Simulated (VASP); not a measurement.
# SiC (P6_3mc) in VASP: notebook

The runs below take SiC through relaxation of cell and atoms, with PBEsol.

Program: VASP 6.6.1. These are calculated values, not measurements. Logs are shortened: lines on timing, memory, paths and dates and some standing lists are left out, and cuts for length are marked.

## Step 1: The cell of the first run

The structure is hexagonal, space group P6_3mc (No. 186). Conventional cell: a = 3.076 Å, b = 3.076 Å, c = 5.048 Å, α = 90.00°, β = 90.00°, γ = 120.00°. Si (site symmetry 3m) has 4 C at 1.88 to 1.90 Å within 2.5 Å. C (site symmetry 3m) has 4 Si at 1.88 to 1.90 Å within 2.5 Å.

## Step 2: Relaxation of cell and atoms, PBEsol, target pressure 1 GPa, at which the enthalpy is minimised

INCAR reads:

```
SYSTEM = SiC
  PREC = Accurate
  ENCUT = 600
  EDIFF = 1E-6
  ISMEAR = 0
  SIGMA = 0.01
  LREAL = .FALSE.
  LASPH = .TRUE.
  NELM = 100
  ALGO = Normal
  ISIF = 3
  LWAVE = .FALSE.
  LCHARG = .FALSE.
  GGA = PS
  IBRION = 2
  NSW = 100
  EDIFFG = -0.002
  PSTRESS = 10.0
```

KPOINTS reads:

```
Automatic mesh
0
G
  8 8 6
  0 0 0
```

POSCAR reads:

```
SiC
1.0
    3.0757704001      0.0000000000      0.0000000000
   -1.5378852001      2.6636953027      0.0000000000
    0.0000000000      0.0000000000      5.0475326534
Si C
2 2
Direct
    0.3333333333      0.6666666667      0.0045934394
    0.6666666667      0.3333333333      0.5045934394
    0.3333333333      0.6666666667      0.3804065606
    0.6666666667      0.3333333333      0.8804065606
```

Potentials or basis: VASP PAW PBE potentials, release 64 (Si, C).

Run with:

```
> cat potpaw_PBE.64/Si/POTCAR potpaw_PBE.64/C/POTCAR > POTCAR
> mpirun -np 1 vasp_std > vasp.out
```

OUTCAR:

```text
SYSTEM = SiC
   PREC = Accurate
   ENCUT = 600
   EDIFF = 1E-6
   ISMEAR = 0
   LREAL = .FALSE.
   LASPH = .TRUE.
   NELM = 100
   ISIF = 3
   GGA = PS
   IBRION = 2
   NSW = 100
   EDIFFG = -0.002
   PSTRESS = 10.0

 ion  position               nearest neighbor table
   1  0.333  0.667  0.005-   4 1.88   4 1.88   4 1.88   3 1.90   2 3.09   2 3.09   2 3.09   2 3.09
                             2 3.09   2 3.09
   2  0.667  0.333  0.505-   3 1.88   3 1.88   3 1.88   4 1.90   1 3.09   1 3.09   1 3.09   1 3.09
                             1 3.09   1 3.09
   3  0.333  0.667  0.380-   2 1.88   2 1.88   2 1.88   1 1.90
   4  0.667  0.333  0.880-   1 1.88   1 1.88   1 1.88   2 1.90

  LATTYP: Found a hexagonal cell.
 ALAT       =     3.0757704001
 C/A-ratio  =     1.6410628873

  Lattice vectors:

 A1 = (   3.0757704001,   0.0000000000,   0.0000000000)
 A2 = (  -1.5378852001,   2.6636953027,   0.0000000000)
 A3 = (   0.0000000000,   0.0000000000,   5.0475326534)

Analysis of symmetry for initial positions (statically):
=====================================================================
 Subroutine PRICEL returns:
 Original cell was already a primitive cell.

 Routine SETGRP: Setting up the symmetry group for a
 hexagonal supercell.

 Subroutine GETGRP returns: Found 12 space group operations
 (whereof  6 operations were pure point group operations)
 out of a pool of 24 trial point group operations.

The static configuration has the point symmetry C_3v.
 The point group associated with its full space group is C_6v.

Analysis of symmetry for dynamics (positions and initial velocities):
=====================================================================
 Subroutine PRICEL returns:
 Original cell was already a primitive cell.

 Routine SETGRP: Setting up the symmetry group for a
 hexagonal supercell.

 Subroutine GETGRP returns: Found 12 space group operations
 (whereof  6 operations were pure point group operations)
 out of a pool of 24 trial point group operations.

The dynamic configuration has the point symmetry C_3v.
 The point group associated with its full space group is C_6v.

 Subroutine INISYM returns: Found 12 space group operations
 (whereof  6 operations are pure point group operations),
 and found     1 'primitive' translations

----------------------------------------------------------------------------------------

                                     Primitive cell

  volume of cell :      41.3540

  direct lattice vectors                    reciprocal lattice vectors
     3.075770400  0.000000000  0.000000000     0.325121797  0.187709157  0.000000000
    -1.537885200  2.663695303  0.000000000     0.000000000  0.375418314  0.000000000
     0.000000000  0.000000000  5.047532653     0.000000000  0.000000000  0.198116598

  length of vectors
     3.075770400  3.075770400  5.047532653     0.375418314  0.375418314  0.198116598

  position of ions in fractional coordinates (direct lattice)
     0.333333333  0.666666667  0.004593439
     0.666666667  0.333333333  0.504593439
     0.333333333  0.666666667  0.380406561
     0.666666667  0.333333333  0.880406561

  ion indices of the primitive-cell ions
   primitive index   ion index
                 1           1
                 2           2
                 3           3
                 4           4

----------------------------------------------------------------------------------------

 KPOINTS: Automatic mesh

Automatic generation of k-mesh.
 Grid dimensions read from file:
 generate k-points for:    8    8    6

 Generating k-lattice:

  Cartesian coordinates                     Fractional coordinates (reciprocal lattice)
     0.040640225  0.023463645  0.000000000     0.125000000 -0.000000000  0.000000000
     0.000000000  0.046927289  0.000000000     0.000000000  0.125000000  0.000000000
     0.000000000  0.000000000  0.033019433     0.000000000  0.000000000  0.166666667

  Length of vectors
     0.046927289  0.046927289  0.033019433

  Shift w.r.t. Gamma in fractional coordinates (k-lattice)
     0.000000000  0.000000000  0.000000000

 Subroutine IBZKPT returns following result:
 ===========================================

 Found     40 irreducible k-points:

 Following reciprocal coordinates:
            Coordinates               Weight
  0.000000  0.000000  0.000000      1.000000
  0.125000 -0.000000  0.000000      6.000000
  0.250000 -0.000000  0.000000      6.000000
  0.375000  0.000000  0.000000      6.000000
  0.500000 -0.000000  0.000000      3.000000
  0.125000  0.125000  0.000000      6.000000
[... 16 lines left out ...]
  0.250000 -0.000000  0.333333     12.000000
  0.375000  0.000000  0.333333     12.000000
 [... further k-points ...]
   k-points           NKPTS =     40   k-points in BZ     NKDIM =     40   number of bands    NBANDS=     12
   number of dos      NEDOS =    301   number of ions     NIONS =      4
   total plane-waves  NPLWV =  31360
   dimension x,y,z NGX =    28 NGY =   28 NGZ =   40
   dimension x,y,z NGXF=    56 NGYF=   56 NGZF=   80
   ions per type =               2   2
   NGX,Y,Z   is equivalent  to a cutoff of  15.13, 15.13, 13.17 a.u.
   NGXF,Y,Z  is equivalent  to a cutoff of  30.27, 30.27, 26.35 a.u.
 SYSTEM =  SiC
   PREC   = accura    normal or accurate (medium, high low for compatibility)
   ISTART =      0    job   : 0-new  1-cont  2-samecut
   ICHARG =      2    charge: 1-file 2-atom 10-const
   ISPIN  =      1    spin polarized calculation?
   LNONCOLLINEAR =      F non collinear calculations
   LSORBIT =      F    spin-orbit coupling
   LASPH  =      T    aspherical Exc in radial PAW
   ENCUT  =  600.0 eV  44.10 Ry    6.64 a.u.   6.14  6.14 10.08*2*pi/ulx,y,z
   NELM   =    100;   NELMIN=  2; NELMDL= -5     # of ELM steps
   EDIFF  = 0.1E-05   stopping-criterion for ELM
   LREAL  =      F    real-space projection
   EDIFFG = -.2E-02   stopping-criterion for IOM
   NSW    =    100    number of steps for IOM
   IBRION =      2    ionic relax: 0-MD 1-quasi-New 2-CG
   NFREE  =      1    steps in history (QN), initial steepest desc. (CG)
   ISIF   =      3    stress and relaxation
   ISYM   =      2    0-nonsym 1-usesym 2-fastsym
   POTIM  = 0.5000    time-step for ionic-motion
   TEBEG  =    0.0;   TEEND  =   0.0 temperature during run
   PSTRESS=   10.0 pullay stress
   NELECT =      16.0000    total number of electrons
   NUPDOWN=      -1.0000    fix difference up-down
   EMIN   =  10.00;   EMAX   =-10.00  energy-range for DOS
   EFERMI =   0.00;   METHOD = LEGACY
   ISMEAR =     0;   SIGMA  =   0.01  broadening in eV -4-tet -1-fermi 0-gaus
   EFERMI_NEDOS =   21; number of points for ismear=-14 and -15
   IALGO  =     38    algorithm
   IMIX   =      4    mixing-type and parameters
     AMIX     =   0.40;   BMIX     =  1.00
     AMIX_MAG =   1.60;   BMIX_MAG =  1.00
  volume/ion in A,a.u.               =      10.34        69.77
  Fermi-wavevector in a.u.,A,eV,Ry     =   1.192914  2.254280 19.361671  1.423043
  Thomas-Fermi vector in A             =   2.328940
   LORBIT       =      0    0 simple, 1 ext, 2 COOP (PROOUT), +10 PAW based schemes
   GGA     = PS    functional components
   LHFCALC =     F    Hartree Fock is set to
   AEXX    =    0.0000 exact exchange contribution
   IVDW    =     0    specifies the selected vdW correction
   LEPSILON=     F    determine dielectric tensor
   LRPA    =     F    only Hartree local field effects (RPA)
 conjugate gradient relaxation of ions
 non-spin polarized calculation
 Gauss-broadening in eV      SIGMA  =   0.01
  energy-cutoff  :      600.00
  volume of cell :       41.35
 maximum number of plane-waves:      1392
 NGX is ok and might be reduce to    28
   NGX = 13   NGY = 13   NGZ = 21

--------------------------------------- Ionic step        1  -------------------------------------------

 number of electron      16.0000000 magnetization

 Free energy of the ion-electron system (eV)
  ---------------------------------------------------
  ext. energy  EPLUGINS =         0.00000000
  ---------------------------------------------------
  free energy    TOTEN  =       -31.82316515 eV

  energy without entropy =      -31.82316515  energy(sigma->0) =      -31.82316515

------------------------ aborting loop because EDIFF is reached ----------------------------------------

  FORCE on cell =-STRESS in cart. coord.  units (eV):
  Direction    XX          YY          ZZ          XY          YZ          ZX
  --------------------------------------------------------------------------------------
  -------------------------------------------------------------------------------------
  Total        0.0697916      0.0697916      0.0620979     -0.0000000      0.0000000      0.0000000
  in kB        2.7039327      2.7039327      2.4058559     -0.0000000      0.0000000      0.0000000
  external PRESSURE =      -7.3954262 kB  Pullay stress =      10.0000000 kB

 VOLUME and BASIS-vectors are now :
 -----------------------------------------------------------------------------
  energy-cutoff  :      600.00
  volume of cell :       41.35
      direct lattice vectors                 reciprocal lattice vectors
     3.075770400  0.000000000  0.000000000     0.325121797  0.187709157  0.000000000
    -1.537885200  2.663695303  0.000000000     0.000000000  0.375418314  0.000000000
     0.000000000  0.000000000  5.047532653     0.000000000  0.000000000  0.198116598
[... 50 lines left out ...]
  FREE ENERGIE OF THE ION-ELECTRON SYSTEM (eV)
  ---------------------------------------------------
  free  energy   TOTEN  =       -31.8213367986 eV

  energy  without entropy=      -31.8213367986  energy(sigma->0) =      -31.82133680

  enthalpy is  TOTEN    =       -31.5650040664 eV   P V=        0.2563327321

--------------------------------------- Ionic step        3  -------------------------------------------

 number of electron      16.0000000 magnetization

 Free energy of the ion-electron system (eV)
  ---------------------------------------------------
  ext. energy  EPLUGINS =         0.00000000
  ---------------------------------------------------
  free energy    TOTEN  =       -31.82262598 eV

  energy without entropy =      -31.82262598  energy(sigma->0) =      -31.82262598

 E-fermi :   8.3156     XC(G=0): -11.5145

 val. band max:        8.2492527872   @ k =   0.0000   0.0000   0.0000
 cond. band min:      10.6167901146   @ k =   0.3750   0.2500   0.0000
 fundamental gap:      2.3675373274
 Fermi energy:         8.3156378689

 k-point     1 :       0.0000    0.0000    0.0000
  band No.  band energies     occupation
      1      -7.3694      2.00000
      2      -3.7513      2.00000
      3      -0.5343      2.00000
      4       6.9250      2.00000
      5       6.9250      2.00000
      6       8.1365      2.00000
      7       8.2493      2.00000
      8       8.2493      2.00000
      9      13.0185      0.00000
     10      14.4386      0.00000
     11      14.8638      0.00000
     12      14.8638      0.00000

 k-point     2 :       0.1250   -0.0000    0.0000
  band No.  band energies     occupation
      1      -7.0970      2.00000
      2      -3.5197      2.00000
      3      -0.2826      2.00000
      4       5.5305      2.00000
      5       6.4853      2.00000
      6       7.2840      2.00000
      7       7.9443      2.00000
      8       8.0923      2.00000
      9      13.3989      0.00000
     10      14.6007      0.00000
     11      15.1161      0.00000
     12      15.3858      0.00000
[... 316 lines left out ...]
 k-point    24 :       0.3750    0.0000    0.3333
  band No.  band energies     occupation
      1      -4.5582      2.00000
      2      -3.2326      2.00000
      3       0.6278      2.00000
      4       1.8892      2.00000
      5       4.1725      2.00000
      6       5.5157      2.00000
      7       6.4575      2.00000
      8       6.5286      2.00000
      9      11.2859      0.00000
     10      12.1214      0.00000
     11      13.9089      0.00000
     12      15.4560      0.00000

 [... further k-points ...]
[... 5 lines left out ...]
  --------------------------------------------------------------------------------------
  -------------------------------------------------------------------------------------
  Total        0.2615212      0.2615212      0.2549377     -0.0000000      0.0000000      0.0000000
  in kB       10.1660598     10.1660598      9.9101423     -0.0000000      0.0000000      0.0000000
  external PRESSURE =       0.0807540 kB  Pullay stress =      10.0000000 kB

 VOLUME and BASIS-vectors are now :
 -----------------------------------------------------------------------------
  energy-cutoff  :      600.00
  volume of cell :       41.22
      direct lattice vectors                 reciprocal lattice vectors
     3.072388666 -0.000000000  0.000000000     0.325479654  0.187915766  0.000000000
    -1.536194333  2.660766635  0.000000000     0.000000000  0.375831532  0.000000000
     0.000000000  0.000000000  5.041756287     0.000000000  0.000000000  0.198343582

 POSITION                                       TOTAL-FORCE (eV/Angst)
 -----------------------------------------------------------------------------------
     -0.00000      1.77384      0.02315         0.000000     -0.000000      0.000064
      1.53619      0.88692      2.54403        -0.000000      0.000000      0.000064
     -0.00000      1.77384      1.91793         0.000000     -0.000000     -0.000064
      1.53619      0.88692      4.43881        -0.000000      0.000000     -0.000064
 -----------------------------------------------------------------------------------
    total drift:                               -0.000000      0.000000     -0.000206

  FREE ENERGIE OF THE ION-ELECTRON SYSTEM (eV)
  ---------------------------------------------------
  free  energy   TOTEN  =       -31.8226259837 eV

  energy  without entropy=      -31.8226259837  energy(sigma->0) =      -31.82262598

  enthalpy is  TOTEN    =       -31.5653766809 eV   P V=        0.2572493028

 reached required accuracy - stopping structural energy minimisation
```

Run time: 20 s. Hardware: 1 thread of Intel Xeon 6975P-C (Granite Rapids), shared host; peak memory 0.18 GiB.

What came out:

| Item | Value |
| --- | --- |
| Free energy | -31.8226 eV |
| Relaxed volume | 10.30 Å³/atom |
| Relaxed cell | a = 3.072 Å, b = 3.072 Å, c = 5.042 Å, α = 90.00°, β = 90.00°, γ = 120.00° |
| Space group after relaxing (to 0.05 Å) | P6_3mc (No. 186) |
| Energy change on relaxing (the enthalpy is what falls) | +0.1 meV/atom |
| Ionic steps | 3 |
| Pressure after relaxing | 1.0 GPa |
| Band gap on the k mesh | 2.37 eV, indirect (least direct gap 3.86 eV) |

Step by step:
```csv
step,energy change (eV),largest force (eV/Å),pressure (GPa),volume (Å³)
1,0.0000,0.0005,0.26,41.35
2,0.0018,0.0006,1.81,41.07
3,0.0005,0.0001,1.01,41.22
```

Final structure:
```yaml
crystal:
  lattice:
    - [3.07239, 0.00000, 0.00000]
    - [-1.53619, 2.66077, 0.00000]
    - [0.00000, 0.00000, 5.04176]
  atoms:
    - { symbol: Si, position: [0.33333, 0.66667, 0.00459] }
    - { symbol: Si, position: [0.66667, 0.33333, 0.50459] }
    - { symbol: C, position: [0.33333, 0.66667, 0.38041] }
    - { symbol: C, position: [0.66667, 0.33333, 0.88041] }
```

Caveat: the cell is relaxed towards a set pressure, so the enthalpy falls and the energy may rise; the PAW data sets were made with another functional, which shifts forces and pressure a little.

## Step 3: Relaxation of cell and atoms, PBEsol, target pressure 2 GPa, at which the enthalpy is minimised

INCAR reads:

```
PREC = Accurate
ENCUT = 600
EDIFF = 1E-6
ISMEAR = 0
SIGMA = 0.01
LREAL = F
LASPH = T
NELM = 60
ALGO = Normal
ISIF = 3
LWAVE = F
LCHARG = F
GGA = PS
IBRION = 2
NSW = 100
EDIFFG = -0.002
PSTRESS = 20.0
```

KPOINTS reads:

```
Automatic mesh
0
Gamma
  8 8 6
```

POSCAR is that of step 2.

Potentials or basis: VASP PAW PBE potentials, release 64 (Si, C).

Run with:

```
> cat potpaw_PBE.64/Si/POTCAR potpaw_PBE.64/C/POTCAR > POTCAR
> mpirun -np 1 vasp_std > vasp.out
```

Run time: 21 s. Hardware: 1 thread of Intel Xeon 6975P-C (Granite Rapids), shared host; peak memory 0.17 GiB.

The run converged. Its results:

```yaml
Free_energy: -31.8209 eV
Relaxed_volume: 10.26 Å³/atom
Relaxed_cell: a = 3.068 Å, b = 3.068 Å, c = 5.034 Å, α = 90.00°, β = 90.00°, γ = 120.00°
Space_group_after_relaxing_to_0.05_Å: P6_3mc (No. 186)
Energy_change_on_relaxing_the_enthalpy_is_what_falls: +0.6 meV/atom
Ionic_steps: 3
Pressure_after_relaxing: 2.0 GPa
Band_gap_on_the_k_mesh: 2.36 eV, indirect (least direct gap 3.87 eV)
```

Step by step:
| step | energy change (eV) | largest force (eV/Å) | pressure (GPa) | volume (Å³) |
| --- | --- | --- | --- | --- |
| 1 | 0.0000 | 0.0005 | 0.26 | 41.35 |
| 2 | 0.0088 | 0.0023 | 4.01 | 40.69 |
| 3 | 0.0022 | 0.0008 | 2.00 | 41.04 |

Final structure:
```cif
data_structure
_symmetry_space_group_name_H-M 'P 1'
_symmetry_Int_Tables_number 1
_cell_length_a 3.0679
_cell_length_b 3.0679
_cell_length_c 5.0344
_cell_angle_alpha 90.000
_cell_angle_beta 90.000
_cell_angle_gamma 120.000
_cell_volume 41.04
loop_
_atom_site_label
_atom_site_type_symbol
_atom_site_fract_x
_atom_site_fract_y
_atom_site_fract_z
_atom_site_occupancy
Si1 Si 0.33333 0.66667 0.00459 1
Si2 Si 0.66667 0.33333 0.50459 1
C1 C 0.33333 0.66667 0.38041 1
C2 C 0.66667 0.33333 0.88041 1
```

Levels at points of the mesh, in eV from the valence-band top:
| k point | band 5 | band 6 | band 7 | band 8 | band 9 | band 10 | band 11 | band 12 |
| --- | --- | --- | --- | --- | --- | --- | --- | --- |
| (0.00, 0.00, 0.00) | -1.33 | -0.11 | 0.00 | 0.00 | 4.81 | 6.24 | 6.64 | 6.64 |
| (0.50, 0.00, 0.00) | -5.50 | -3.37 | -3.36 | -1.20 | 2.66 | 4.13 | 6.86 | 7.07 |
| (0.00, 0.00, 0.50) | -0.72 | -0.72 | -0.72 | -0.72 | 5.89 | 5.89 | 7.32 | 7.32 |
| (0.50, 0.00, 0.50) | -2.47 | -2.47 | -2.35 | -2.35 | 3.19 | 3.19 | 5.19 | 5.19 |

Caveat: the cell is relaxed towards a set pressure, so the enthalpy falls and the energy may rise; the PAW data sets were made with another functional, which shifts forces and pressure a little. PBEsol gaps usually lie below the measured ones, often by a third to a half.

(Part 1 of 2 ends here.)
